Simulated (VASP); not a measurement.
# Al2Pt (Fm-3m) in VASP: notebook

The runs below take Al2Pt through single point, with HF, PBEsol.

All numbers are computed with VASP 6.6.1; they aren't measurements. Logs are shortened: lines on timing, memory, paths and dates and some standing lists are left out, and cuts for length are marked.

### 1 The cell of the first run

The structure is cubic, space group Fm-3m (No. 225). The conventional cell has a = 5.910 Å, b = 5.910 Å, c = 5.910 Å, α = 90.00°, β = 90.00°, γ = 90.00°. Pt (site symmetry m-3m) has 8 Al at 2.56 Å within 3.4 Å. Within 3.4 Å of Al (site symmetry -43m) lie 4 Pt at 2.56 Å and 6 Al at 2.96 Å.

### 2 Single point, HF

File POSCAR:

```
Al2Pt
1.0
    0.0000000000      2.9550000000      2.9550000000
    2.9550000000      0.0000000000      2.9550000000
    2.9550000000      2.9550000000      0.0000000000
Pt Al
1 2
Direct
    0.0000000000      0.0000000000      0.0000000000
    0.7500000000      0.7500000000      0.7500000000
    0.2500000000      0.2500000000      0.2500000000
```

File INCAR.step1:

```
SYSTEM = Al2Pt
ALGO     = Normal         ! electronic algorithm
EDIFF    = 1E-5           ! SCF threshold, eV
ENCUT    = 430            ! plane-wave cutoff, eV
GGA      = PE             ! functional
GGA_COMPAT= .False.      
ISIF     = 2              ! what is computed and relaxed
ISMEAR   = -1             ! smearing method
LASPH    = .True.         ! aspherical terms in the spheres
LCHARG   = .False.        ! write CHGCAR
LREAL    = .False.        ! projectors in reciprocal space
LWAVE    = .True.         ! write WAVECAR
NBANDS   = 19             ! bands
NELM     = 120            ! most SCF steps
PREC     = Accurate       ! precision mode
SIGMA    = 0.05           ! smearing width, eV
```

File INCAR.step2:

```
SYSTEM = Al2Pt
AEXX     = 1.0            ! exact-exchange fraction
AGGAC    = 0.0          
ALDAC    = 0.0          
ALGO     = Normal         ! electronic algorithm
EDIFF    = 1E-6           ! SCF threshold, eV
ENCUT    = 430            ! plane-wave cutoff, eV
GGA      = PE             ! functional
GGA_COMPAT= .False.      
ISIF     = 2              ! what is computed and relaxed
ISMEAR   = -1             ! smearing method
ISTART   = 1            
LASPH    = .True.         ! aspherical terms in the spheres
LCHARG   = .False.        ! write CHGCAR
LHFCALC  = .True.         ! exact exchange
LREAL    = .False.        ! projectors in reciprocal space
LWAVE    = .False.        ! write WAVECAR
NBANDS   = 19             ! bands
NELM     = 120            ! most SCF steps
PREC     = Accurate       ! precision mode
PRECFOCK = Normal       
SIGMA    = 0.05           ! smearing width, eV
```

File KPOINTS:

```
k-points
0
Gamma
  4 4 4
  0 0 0
```

Potentials or basis: VASP PAW PBE potentials, release 64 (Pt_sv_GW, Al).

The run is started by

```
cat potpaw_PBE.64/Pt_sv_GW/POTCAR potpaw_PBE.64/Al/POTCAR > POTCAR
cp INCAR.step1 INCAR
mpirun -np 1 vasp_std > vasp.out
cp INCAR.step2 INCAR
mpirun -np 1 vasp_std > vasp.out
```

OUTCAR:

```text
SYSTEM = Al2Pt
   AEXX = 1.0
   EDIFF = 1E-6
   ENCUT = 430
   GGA = PE
   ISIF = 2
   ISMEAR = -1
   ISTART = 1
   LASPH = .True.
   LHFCALC = .True.
   LREAL = .False.
   NELM = 120
   PREC = Accurate
   PRECFOCK = Normal

 ion  position               nearest neighbor table
   1  0.000  0.000  0.000-   2 2.56   2 2.56   2 2.56   2 2.56   3 2.56   3 2.56   3 2.56   3 2.56

   2  0.750  0.750  0.750-   1 2.56   1 2.56   1 2.56   1 2.56   3 2.96   3 2.96   3 2.96   3 2.96
                             3 2.96   3 2.96
   3  0.250  0.250  0.250-   1 2.56   1 2.56   1 2.56   1 2.56   2 2.96   2 2.96   2 2.96   2 2.96
                             2 2.96   2 2.96

  LATTYP: Found a face centered cubic cell.
 ALAT       =     5.9100000000

  Lattice vectors:

 A1 = (   0.0000000000,   2.9550000000,   2.9550000000)
 A2 = (   2.9550000000,   0.0000000000,   2.9550000000)
 A3 = (   2.9550000000,   2.9550000000,   0.0000000000)

Analysis of symmetry for initial positions (statically):
=====================================================================
 Subroutine PRICEL returns:
 Original cell was already a primitive cell.

 Routine SETGRP: Setting up the symmetry group for a
 face centered cubic supercell.

 Subroutine GETGRP returns: Found 48 space group operations
 (whereof 48 operations were pure point group operations)
 out of a pool of 48 trial point group operations.

The static configuration has the point symmetry O_h .

Analysis of symmetry for dynamics (positions and initial velocities):
=====================================================================
 Subroutine PRICEL returns:
 Original cell was already a primitive cell.

 Routine SETGRP: Setting up the symmetry group for a
 face centered cubic supercell.

 Subroutine GETGRP returns: Found 48 space group operations
 (whereof 48 operations were pure point group operations)
 out of a pool of 48 trial point group operations.

The dynamic configuration has the point symmetry O_h .

 Subroutine INISYM returns: Found 48 space group operations
 (whereof 48 operations are pure point group operations),
 and found     1 'primitive' translations

----------------------------------------------------------------------------------------

                                     Primitive cell

  volume of cell :      51.6063

  direct lattice vectors                    reciprocal lattice vectors
     0.000000000  2.955000000  2.955000000    -0.169204738  0.169204738  0.169204738
     2.955000000  0.000000000  2.955000000     0.169204738 -0.169204738  0.169204738
     2.955000000  2.955000000  0.000000000     0.169204738  0.169204738 -0.169204738

  length of vectors
     4.179001077  4.179001077  4.179001077     0.293071203  0.293071203  0.293071203

  position of ions in fractional coordinates (direct lattice)
     0.000000000  0.000000000  0.000000000
     0.750000000  0.750000000  0.750000000
     0.250000000  0.250000000  0.250000000

  ion indices of the primitive-cell ions
   primitive index   ion index
                 1           1
                 2           2
                 3           3

----------------------------------------------------------------------------------------

 KPOINTS: k-points

Automatic generation of k-mesh.
 Grid dimensions read from file:
 generate k-points for:    4    4    4

 Generating k-lattice:

  Cartesian coordinates                     Fractional coordinates (reciprocal lattice)
    -0.042301184  0.042301184  0.042301184     0.250000000  0.000000000  0.000000000
     0.042301184 -0.042301184  0.042301184     0.000000000  0.250000000  0.000000000
     0.042301184  0.042301184 -0.042301184     0.000000000  0.000000000  0.250000000

  Length of vectors
     0.073267801  0.073267801  0.073267801

  Shift w.r.t. Gamma in fractional coordinates (k-lattice)
     0.000000000  0.000000000  0.000000000

 Subroutine IBZKPT returns following result:
 ===========================================

 Found      8 irreducible k-points:

 Following reciprocal coordinates:
            Coordinates               Weight
  0.000000  0.000000  0.000000      1.000000
  0.250000  0.000000  0.000000      8.000000
  0.500000  0.000000  0.000000      4.000000
  0.250000  0.250000  0.000000      6.000000
  0.500000  0.250000  0.000000     24.000000
 -0.250000  0.250000  0.000000     12.000000
  0.500000  0.500000  0.000000      3.000000
 -0.250000  0.500000  0.250000      6.000000
   k-points           NKPTS =      8   k-points in BZ     NKDIM =     64   number of bands    NBANDS=     19
   number of dos      NEDOS =    301   number of ions     NIONS =      3
   total plane-waves  NPLWV =  21952
   dimension x,y,z NGX =    28 NGY =   28 NGZ =   28
   dimension x,y,z NGXF=    56 NGYF=   56 NGZF=   56
   ions per type =               1   2
   NGX,Y,Z   is equivalent  to a cutoff of  11.14, 11.14, 11.14 a.u.
   NGXF,Y,Z  is equivalent  to a cutoff of  22.28, 22.28, 22.28 a.u.
 SYSTEM =  Al2Pt
   PREC   = accura    normal or accurate (medium, high low for compatibility)
   ISTART =      1    job   : 0-new  1-cont  2-samecut
   ICHARG =      0    charge: 1-file 2-atom 10-const
   ISPIN  =      1    spin polarized calculation?
   LNONCOLLINEAR =      F non collinear calculations
   LSORBIT =      F    spin-orbit coupling
   LASPH  =      T    aspherical Exc in radial PAW
   ENCUT  =  430.0 eV  31.60 Ry    5.62 a.u.   7.07  7.07  7.07*2*pi/ulx,y,z
   NELM   =    120;   NELMIN=  2; NELMDL=  0     # of ELM steps
   EDIFF  = 0.1E-05   stopping-criterion for ELM
   LREAL  =      F    real-space projection
   EDIFFG = 0.1E-04   stopping-criterion for IOM
   NSW    =      0    number of steps for IOM
   IBRION =     -1    ionic relax: 0-MD 1-quasi-New 2-CG
   NFREE  =      0    steps in history (QN), initial steepest desc. (CG)
   ISIF   =      2    stress and relaxation
   ISYM   =      3    0-nonsym 1-usesym 2-fastsym
   POTIM  = 0.5000    time-step for ionic-motion
   TEBEG  =    0.0;   TEEND  =   0.0 temperature during run
   PSTRESS=    0.0 pullay stress
   NELECT =      24.0000    total number of electrons
   NUPDOWN=      -1.0000    fix difference up-down
   EMIN   =  10.00;   EMAX   =-10.00  energy-range for DOS
   EFERMI =   0.00;   METHOD = LEGACY
   ISMEAR =    -1;   SIGMA  =   0.05  broadening in eV -4-tet -1-fermi 0-gaus
   EFERMI_NEDOS =   21; number of points for ismear=-14 and -15
   IALGO  =     38    algorithm
   IMIX   =      1    mixing-type and parameters
     AMIX     =   0.40;   BMIX     =  1.00
     AMIX_MAG =   1.60;   BMIX_MAG =  1.00
  volume/ion in A,a.u.               =      17.20       116.09
  Fermi-wavevector in a.u.,A,eV,Ry     =   1.268366  2.396863 21.888387  1.608751
  Thomas-Fermi vector in A             =   2.401464
   LORBIT       =      0    0 simple, 1 ext, 2 COOP (PROOUT), +10 PAW based schemes
   GGA     = PE    functional components
   LHFCALC =     T    Hartree Fock is set to
   PRECFOCK=normal    Normal, Fast or Accurate (Low or Medium for compatibility)
   ENCUT4O =  -1.0   cutoff for four orbital integrals eV
   NKREDX  =     1    reduce k-point grid by
   NKREDY  =     1    reduce k-point grid by
   NKREDZ  =     1    reduce k-point grid by
   AEXX    =    1.0000 exact exchange contribution
   HFSCREEN=    0.0000 screening length (either q_TF or 0.3 A-1)
   HFSCREENC=   0.0000 screening length for correlation (either q_TF or 0.3 A-1)
   ENCUTFOCK=  -1.0 apply spherical cutoff to Coloumb kernel
   IVDW    =     0    specifies the selected vdW correction
   LEPSILON=     F    determine dielectric tensor
   LRPA    =     F    only Hartree local field effects (RPA)
 non-spin polarized calculation
  energy-cutoff  :      430.00
  volume of cell :       51.61
 maximum number of plane-waves:      1056
  NGX = 24; NGY = 24; NGZ = 24

 number of electron      24.0000001 magnetization

 Free energy of the ion-electron system (eV)
  ---------------------------------------------------
  ext. energy  EPLUGINS =         0.00000000
  ---------------------------------------------------
  free energy    TOTEN  =       -19.41875907 eV

  energy without entropy =      -19.39612267  energy(sigma->0) =      -19.40744087

 E-fermi :   7.9077     XC(G=0):   0.0000

 val. band max:        7.8633385157   @ k =   0.5000   0.2500   0.0000
 cond. band min:      10.1115528594   @ k =   0.2500   0.2500   0.0000
 fundamental gap:      2.2482143437
 Fermi energy:         7.9077036754

 k-point     1 :       0.0000    0.0000    0.0000
  band No.  band energies     occupation
      1    -109.5317      2.00000
      2     -58.7926      2.00000
      3     -58.7926      2.00000
      4     -58.7926      2.00000
      5      -9.0937      2.00000
      6      -1.6430      2.00000
[... 11 lines left out ...]
     18      19.6810      0.00000
     19      19.6810      0.00000

 k-point     2 :       0.2500    0.0000    0.0000
  band No.  band energies     occupation
      1    -109.5319      2.00000
      2     -58.7906      2.00000
      3     -58.7906      2.00000
      4     -58.7867      2.00000
      5      -7.8512      2.00000
      6      -2.4021      2.00000
[... 11 lines left out ...]
     18      20.8056      0.00000
     19      20.8056      0.00000

 k-point     3 :       0.5000    0.0000    0.0000
  band No.  band energies     occupation
      1    -109.5321      2.00000
      2     -58.7886      2.00000
      3     -58.7886      2.00000
      4     -58.7821      2.00000
      5      -5.6598      2.00000
      6      -3.1446      2.00000
[... 11 lines left out ...]
     18      22.9094      0.00000
     19      23.4319      0.00000

 k-point     4 :       0.2500    0.2500    0.0000
  band No.  band energies     occupation
      1    -109.5319      2.00000
      2     -58.7880      2.00000
      3     -58.7880      2.00000
      4     -58.7876      2.00000
      5      -7.3925      2.00000
      6      -2.7241      2.00000
[... 11 lines left out ...]
     18      21.2016      0.00000
     19      22.6713      0.00000

 k-point     5 :       0.5000    0.2500    0.0000
  band No.  band energies     occupation
      1    -109.5322      2.00000
      2     -58.7861      2.00000
      3     -58.7847      2.00000
      4     -58.7816      2.00000
      5      -4.9583      2.00000
      6      -3.3269      2.00000
[... 11 lines left out ...]
     18      20.9496      0.00000
     19      22.7834      0.00000

 k-point     6 :      -0.2500    0.2500    0.0000
  band No.  band energies     occupation
      1    -109.5321      2.00000
      2     -58.7889      2.00000
      3     -58.7844      2.00000
      4     -58.7831      2.00000
      5      -5.9570      2.00000
      6      -3.0381      2.00000
[... 11 lines left out ...]
     18      20.9723      0.00000
     19      21.9625      0.00000

 k-point     7 :       0.5000    0.5000    0.0000
  band No.  band energies     occupation
      1    -109.5323      2.00000
      2     -58.7836      2.00000
      3     -58.7836      2.00000
      4     -58.7807      2.00000
      5      -3.5936      2.00000
      6      -3.0659      2.00000
[... 11 lines left out ...]
     18      22.7507      0.00000
     19      25.3233      0.00000

 k-point     8 :      -0.2500    0.5000    0.2500
  band No.  band energies     occupation
      1    -109.5323      2.00000
      2     -58.7838      2.00000
      3     -58.7816      2.00000
      4     -58.7816      2.00000
      5      -3.4221      2.00000
      6      -3.4221      2.00000
[... 11 lines left out ...]
     18      21.8805      0.00000
     19      22.4979      0.00000

------------------------ aborting loop because EDIFF is reached ----------------------------------------

  FORCE on cell =-STRESS in cart. coord.  units (eV):
  Direction    XX          YY          ZZ          XY          YZ          ZX
  --------------------------------------------------------------------------------------
  -------------------------------------------------------------------------------------
  Total        2.3300727      2.3300727      2.3300727     -0.0000000      0.0000000     -0.0000000
  in kB       72.3398506     72.3398506     72.3398506     -0.0000000      0.0000000     -0.0000000
  external PRESSURE =      72.3398506 kB  Pullay stress =       0.0000000 kB

 VOLUME and BASIS-vectors are now :
 -----------------------------------------------------------------------------
  energy-cutoff  :      430.00
  volume of cell :       51.61
      direct lattice vectors                 reciprocal lattice vectors
     0.000000000  2.955000000  2.955000000    -0.169204738  0.169204738  0.169204738
     2.955000000  0.000000000  2.955000000     0.169204738 -0.169204738  0.169204738
     2.955000000  2.955000000  0.000000000     0.169204738  0.169204738 -0.169204738

 POSITION                                       TOTAL-FORCE (eV/Angst)
 -----------------------------------------------------------------------------------
      0.00000      0.00000      0.00000        -0.000000      0.000000     -0.000000
      4.43250      4.43250      4.43250        -0.000000     -0.000000     -0.000000
      1.47750      1.47750      1.47750         0.000000      0.000000      0.000000
 -----------------------------------------------------------------------------------
    total drift:                               -0.000000     -0.000000     -0.000000

  FREE ENERGIE OF THE ION-ELECTRON SYSTEM (eV)
  ---------------------------------------------------
  free  energy   TOTEN  =       -19.4187590662 eV

  energy  without entropy=      -19.3961226693  energy(sigma->0) =      -19.40744087
```

It took 32 min on 1 thread of Intel Xeon Platinum 8259CL at 2.50GHz (Skylake/Cascade Lake), shared host; peak memory 0.18 GiB.

What came out:

| Item | Value |
| --- | --- |
| Free energy | -19.4188 eV |
| Pressure | 7.2 GPa |
| Band gap on the k mesh | zero (bands 12 and 13 overlap by 11.01 eV) |

Caveat: the k points lie up to 0.46 Å⁻¹ apart, too coarse for converged energies and pressures of a metal; the PAW data sets were made with another functional, which shifts forces and pressure a little; spin-orbit coupling is left out, which moves the levels of the heavy elements.

### 3 Single point, PBEsol, non-collinear spin, zero start, spin-orbit coupling

File INCAR:

```
SYSTEM = Al2Pt
ALGO     = Normal         ! electronic algorithm
EDIFF    = 1E-6           ! SCF threshold, eV
ENCUT    = 570            ! plane-wave cutoff, eV
GGA      = PS             ! functional
GGA_COMPAT= .False.      
ISIF     = 2              ! what is computed and relaxed
ISMEAR   = -1             ! smearing method
LASPH    = .True.         ! aspherical terms in the spheres
LCHARG   = .False.        ! write CHGCAR
LMAXMIX  = 4              ! l up to which the mixer works
LORBIT   = 11             ! projections on sites
LORBMOM  = .True.       
LREAL    = .False.        ! projectors in reciprocal space
LSORBIT  = .True.         ! spin-orbit coupling
LWAVE    = .False.        ! write WAVECAR
MAGMOM   = 0 0 0 0 0 0 0 0 0 ! initial moments
NBANDS   = 37             ! bands
NELM     = 200            ! most SCF steps
PREC     = Accurate       ! precision mode
SIGMA    = 0.05           ! smearing width, eV
```

File KPOINTS:

```
k-points
0
Gamma
  8 8 8
  0 0 0
```

POSCAR is that of step 2.

Potentials or basis: VASP PAW PBE potentials, release 64 (Pt_sv_GW, Al).

The run is started by

```
cat potpaw_PBE.64/Pt_sv_GW/POTCAR potpaw_PBE.64/Al/POTCAR > POTCAR
mpirun -np 1 vasp_ncl > vasp.out
```

Run time: 2.1 min. Hardware: 1 thread of Intel Xeon Platinum 8559C (Emerald Rapids), shared host; peak memory 0.42 GiB.

It converged, with:

```yaml
Free_energy: -19.9317 eV
Pressure: -1.4 GPa
Net_moment: 0.00 μB per cell
Valence_electrons_inside_the_program's_atomic_spheres: Pt 19.00; Al 0.76
```

Moments on the atoms (μB; x, y, z):
```
Pt  0.00 0.00 0.00
Al  0.00 0.00 0.00
Al  0.00 0.00 0.00
```

Caveat: the PAW data sets were made with another functional, which shifts forces and pressure a little.

The gap in the log of VASP goes by the Fermi energy; the results here count the filled bands.